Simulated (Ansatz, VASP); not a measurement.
**InAs: VASP beside Ansatz**

```
In As
1.0
     0.00000    3.01320    3.01320
     3.01320    0.00000    3.01320
     3.01320    3.01320    0.00000
In As
1 1
Direct
  0.25000 0.25000 0.25000
  0.00000 0.00000 0.00000
```

Alike in both runs: functional LDA; k mesh 12 × 12 × 12; occupations fermi-dirac, width 0.15 eV; no spin polarisation.

Ansatz relaxed the structure, and its values are those at the end. VASP's run is a single point on that final structure, the one shown.

|  | VASP | Ansatz |
| --- | --- | --- |
| version | VASP 6.6.1 | Ansatz 0.2.0 |
| potentials or method | VASP PAW LDA potentials, release 64 (In_d, As), cutoff 520 eV | scalar-relativistic, plane waves, PAW |
| valence electrons in the cell | 18 | 28 |

VASP gave:

* gap on the k mesh at the Fermi level (eV): none
* pressure (GPa): 0.1

**Question.** Estimate Ansatz's values.

**Answer.** gap on the k mesh at the Fermi level (eV): none; pressure (GPa): 0.0.

Ansatz warns that its potentials were made for another functional, while VASP's fit it. LDA's correlation is that of Perdew and Zunger in VASP and of Perdew and Wang (1992) in Ansatz. A gap of «none» marks a metal or a gap that the smearing closes. VASP's potentials hold 18 valence electrons a cell and Ansatz's 28, so a difference there can come from the potentials and not from the codes.
